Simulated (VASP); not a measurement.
# BaTiO3 (P4mm) in VASP: settings compared, part 2 of 2

VASP 6.6.1.

### Step 5. Single point, PBE

INCAR

```
PREC = Accurate
ENCUT = 910
EDIFF = 1E-6
ISMEAR = -1
SIGMA = 0.05
LREAL = False
LASPH = True
NELM = 120
ALGO = Normal
ISIF = 2
LWAVE = False
LCHARG = False
GGA = PE
NBANDS = 28
GGA_COMPAT = False
```

KPOINTS

```
regular mesh
0
Gamma
  3 3 3
```

POSCAR

```
BaTiO3
1.0
    3.9998000000      0.0000000000      0.0000000000
    0.0000000000      3.9998000000      0.0000000000
    0.0000000000      0.0000000000      4.0180000000
Ba Ti O
1 1 3
Direct
    0.0000000000      0.0000000000      0.0000000000
    0.5000000000      0.5000000000      0.4900000000
    0.0000000000      0.5000000000      0.5170000000
    0.5000000000      0.0000000000      0.5170000000
    0.5000000000      0.5000000000      0.0190000000
```

Potentials or basis: VASP PAW PBE potentials, release 64 (Ba_sv, Ti_sv, O_h).

The run is started by

```
$ cat potpaw_PBE.64/Ba_sv/POTCAR potpaw_PBE.64/Ti_sv/POTCAR potpaw_PBE.64/O_h/POTCAR > POTCAR
$ mpirun -np 1 vasp_std > vasp.out
```

OUTCAR:

```text
PREC = Accurate
   ENCUT = 910
   EDIFF = 1E-6
   ISMEAR = -1
   LREAL = False
   LASPH = True
   NELM = 120
   ISIF = 2
   GGA = PE

 ion  position               nearest neighbor table
   1  0.000  0.000  0.000-   3 2.79   4 2.79   3 2.79   4 2.79   5 2.83   5 2.83   5 2.83   5 2.83
                             4 2.88   3 2.88   4 2.88   3 2.88   2 3.45   2 3.45   2 3.45   2 3.45
   2  0.500  0.500  0.490-   5 1.89   4 2.00   3 2.00   4 2.00   3 2.00   5 2.13   1 3.45   1 3.45
                             1 3.45   1 3.45   1 3.49   1 3.49   1 3.49   1 3.49
   3  0.000  0.500  0.517-   2 2.00   2 2.00   1 2.79   1 2.79   1 2.88   1 2.88
   4  0.500  0.000  0.517-   2 2.00   2 2.00   1 2.79   1 2.79   1 2.88   1 2.88
[... 372 lines left out ...]
  Total        1.4988420      1.4988420      1.9338395      0.0000000      0.0000000      0.0000000
  in kB       37.3576845     37.3576845     48.1997210      0.0000000      0.0000000      0.0000000
  external PRESSURE =      40.9716967 kB  Pullay stress =       0.0000000 kB

 VOLUME and BASIS-vectors are now :
 -----------------------------------------------------------------------------
  energy-cutoff  :      910.00
  volume of cell :       64.28
      direct lattice vectors                 reciprocal lattice vectors
     3.999800000  0.000000000  0.000000000     0.250012501  0.000000000  0.000000000
     0.000000000  3.999800000  0.000000000     0.000000000  0.250012501  0.000000000
     0.000000000  0.000000000  4.018000000     0.000000000  0.000000000  0.248880040

 POSITION                                       TOTAL-FORCE (eV/Angst)
 -----------------------------------------------------------------------------------
      0.00000      0.00000      0.00000         0.000000     -0.000000      0.062758
      1.99990      1.99990      1.96882         0.000000     -0.000000     -0.516388
      0.00000      1.99990      2.07731         0.000000     -0.000000      0.004874
      1.99990      0.00000      2.07731         0.000000      0.000000      0.004874
      1.99990      1.99990      0.07634         0.000000      0.000000      0.443882
 -----------------------------------------------------------------------------------
    total drift:                                0.000000      0.000000     -0.001108

  FREE ENERGIE OF THE ION-ELECTRON SYSTEM (eV)
  ---------------------------------------------------
  free  energy   TOTEN  =       -39.9348400244 eV

  energy  without entropy=      -39.9348400236  energy(sigma->0) =      -39.93484002
```

OSZICAR:

```text
N       E                     dE             d eps       ncg     rms          rms(c)
DAV:   1     0.605467015568E+03    0.60547E+03   -0.28539E+04   336   0.234E+03
DAV:   2     0.590924515514E+02   -0.54637E+03   -0.51750E+03   356   0.554E+02
DAV:   3    -0.452096468222E+02   -0.10430E+03   -0.98806E+02   536   0.195E+02
DAV:   4    -0.505960614791E+02   -0.53864E+01   -0.53650E+01   424   0.436E+01
DAV:   5    -0.508499458375E+02   -0.25388E+00   -0.25373E+00   504   0.865E+00    0.233E+01
DAV:   6    -0.400328983981E+02    0.10817E+02   -0.58497E+01   484   0.659E+01    0.988E+00
DAV:   7    -0.400770672732E+02   -0.44169E-01   -0.98309E+00   448   0.219E+01    0.671E+00
DAV:   8    -0.399291396970E+02    0.14793E+00   -0.74338E-01   404   0.719E+00    0.348E+00
DAV:   9    -0.399569384339E+02   -0.27799E-01   -0.34081E-01   492   0.512E+00    0.146E+00
DAV:  10    -0.399402458693E+02    0.16693E-01   -0.12129E-01   408   0.371E+00    0.672E-01
DAV:  11    -0.399351316808E+02    0.51142E-02   -0.21323E-02   424   0.887E-01    0.228E-01
DAV:  12    -0.399348359608E+02    0.29572E-03   -0.26829E-03   404   0.508E-01    0.643E-02
DAV:  13    -0.399348432754E+02   -0.73146E-05   -0.42213E-04   432   0.217E-01    0.317E-02
DAV:  14    -0.399348421657E+02    0.11097E-05   -0.10554E-04   516   0.803E-02    0.171E-02
DAV:  15    -0.399348404803E+02    0.16854E-05   -0.26622E-05   396   0.529E-02    0.104E-02
DAV:  16    -0.399348400244E+02    0.45590E-06   -0.40952E-06   368   0.193E-02
   1 F= -.39934840E+02 E0= -.39934840E+02  d E =-.861230E-09
```

stdout:

```text
POSCAR found type information on POSCAR BaTiO
 POSCAR found :  3 types and       5 ions
 scaLAPACK will be used
 LDA part: xc-table for (Slater+PW92), standard interpolation
 POSCAR, INCAR and KPOINTS ok, starting setup
 FFT: planning ... GRIDC
 FFT: planning ... GRID_SOFT
 FFT: planning ... GRID
 WAVECAR not read
 entering main loop
```

Wall time 23 s (1 thread of Intel Xeon Platinum 8488C (Sapphire Rapids), shared host); peak memory 0.25 GiB.

Results:

```yaml
Free_energy: -39.9348 eV
Pressure: 4.1 GPa
Largest_force: 0.516 eV/Å
Band_gap_on_the_k_mesh: 2.02 eV, direct
```

Forces on the atoms (eV/Å):
```
Ba   0.000  0.000  0.063
Ti   0.000  0.000 -0.516
O    0.000  0.000  0.005
O    0.000  0.000  0.005
O    0.000  0.000  0.444
```

Caveat: the k points lie up to 0.52 Å⁻¹ apart; the cutoff is under 1.25 times the usual one of these potentials, so pressure, stress and relaxed cells hold a basis-set (Pulay) error; spin-orbit coupling is left out, which moves the levels of the heavy elements. As with any semilocal functional, this PBE gap is likely too small.

### Step 6. Single point, PBE+U

This run uses another cell than the first one, of 13.25 Å³/atom, 1.031 times its volume.

INCAR

```
PREC = Accurate ; ENCUT = 520
EDIFF = 1E-6 ; ISMEAR = -1
SIGMA = 0.05 ; LREAL = False
LASPH = True ; NELM = 150
ALGO = Normal ; ISIF = 2
LWAVE = False ; LCHARG = True
LMAXMIX = 4 ; LDAU = True
LDAUTYPE = 2 ; LDAUL = -1 2 -1
LDAUU = 0 5 0 ; LDAUJ = 0 0 0
LDAUPRINT = 1 ; GGA = PE
LELF = True ; LVHAR = True
NBANDS = 28
```

KPOINTS

```
Automatic mesh
0
Gamma
  7 7 7
```

POSCAR

```
BaTiO3
1.0
    4.0193154633      0.0000000000      0.0000000000
    0.0000000000      4.0193154633      0.0000000000
    0.0000000000      0.0000000000      4.1023041812
Ba Ti O
1 1 3
Direct
    0.0000000000      0.0000000000     -0.0022589051
    0.5000000000      0.5000000000      0.4851496720
    0.0000000000      0.5000000000      0.5161027566
    0.5000000000      0.0000000000      0.5161027566
    0.5000000000      0.5000000000      0.0279037200
```

Potentials or basis: VASP PAW PBE potentials, release 64 (Ba_sv, Ti_sv, O).

The run is started by

```
$ cat potpaw_PBE.64/Ba_sv/POTCAR potpaw_PBE.64/Ti_sv/POTCAR potpaw_PBE.64/O/POTCAR > POTCAR
$ mpirun -np 1 vasp_std > vasp.out
```

Wall time 45 s (1 thread of Intel Xeon Platinum 8488C (Sapphire Rapids), shared host); peak memory 0.22 GiB.

The run converged. Its results:

| Property | Result |
| --- | --- |
| Free energy | -36.6817 eV |
| Pressure | 3.9 GPa |
| Largest force | 0.606 eV/Å |
| Band gap on the k mesh | 2.45 eV, indirect (least direct gap 2.77 eV) |

Forces in eV/Å, atoms in the order of the input:
```
Ba   0.000  0.000  0.038
Ti   0.000  0.000  0.591
O    0.000  0.000 -0.011
O    0.000  0.000 -0.011
O    0.000  0.000 -0.606
```

Stress tensor (GPa, compression positive):
```
3.71 0.00 0.00
0.00 3.71 0.00
0.00 0.00 4.21
```

Levels at points of the mesh, in eV from the valence-band top:
```
           k point  band 17  band 18  band 19  band 20  band 21  band 22  band 23  band 24
(0.00, 0.00, 0.00)    -1.07    -0.42    -0.31    -0.31     2.45     2.66     2.66     4.02
```

Eigenvalues of the final occupation matrices:
| site | spin | trace | eigenvalues |
| --- | --- | --- | --- |
| site 2 d | 1 | 0.78 | 0.10 0.10 0.10 0.23 0.24 |
| site 2 d | 2 | 0.78 | 0.10 0.10 0.10 0.23 0.24 |

Caveat: spin-orbit coupling is left out, which moves the levels of the heavy elements. A k mesh can miss the band edges.

### Step 7. The runs side by side

| task | level | potentials or basis | U | cell | k mesh | cutoff (eV) | smearing | second run | gap on the mesh (eV) | pressure (GPa) | largest force (eV/Å) |
| --- | --- | --- | --- | --- | --- | --- | --- | --- | --- | --- | --- |
| relaxation of cell and atoms | PBE | VASP PAW PBE potentials, release 64 (Ba_sv, Ti_sv, O) | - | relaxed to 30 GPa from a = 4.000, b = 4.000, c = 4.018 Å, 5 atoms | 7 × 7 × 7 | 600 | fermi-dirac 0.05 eV | - | 1.98 | 30.1 | 0.01 |
| single point | PBE | VASP PAW PBE potentials, release 64 (Ba_sv, Ti_sv, O) | - | a = 4.000, b = 4.000, c = 4.018 Å, 5 atoms | 7 × 7 × 7 | 600 | gaussian 0.015 eV | - | 1.87 | 4.0 | 0.28 |
| single point | r2SCAN+U | VASP PAW PBE potentials, release 64 (Ba_sv, Ti_sv, O) | Ti d U = 5.0 eV | a = 4.004, b = 4.004, c = 4.023 Å, 5 atoms | 7 × 7 × 7 | 520 | fermi-dirac 0.05 eV | - | 2.91 | 4.3 | 0.38 |
| single point | PBE | VASP PAW PBE potentials, release 64 (Ba_sv, Ti_sv, O_h) | - | a = 4.000, b = 4.000, c = 4.018 Å, 5 atoms | 3 × 3 × 3 | 910 | fermi-dirac 0.05 eV | hard_potentials | 2.02 | 4.1 | 0.52 |
| single point | PBE+U | VASP PAW PBE potentials, release 64 (Ba_sv, Ti_sv, O) | Ti d U = 5.0 eV | a = 4.019, b = 4.019, c = 4.102 Å, 5 atoms | 7 × 7 × 7 | 520 | fermi-dirac 0.05 eV | - | 2.45 | 3.9 | 0.61 |

Alike in all rows: no spin polarisation.

Caveats: some runs use coarse meshes; spin-orbit coupling is left out, which moves the levels of the heavy elements; the cell is relaxed towards a set pressure, so the enthalpy falls and the energy may rise (some runs); the PAW data sets were made with another functional, which shifts forces and pressure a little (some runs); the cutoff is under 1.25 times the usual one of these potentials, so pressure, stress and relaxed cells hold a basis-set (Pulay) error (some runs).

Total energies depend on the potentials used, so only differences within one code and one set of settings carry meaning.
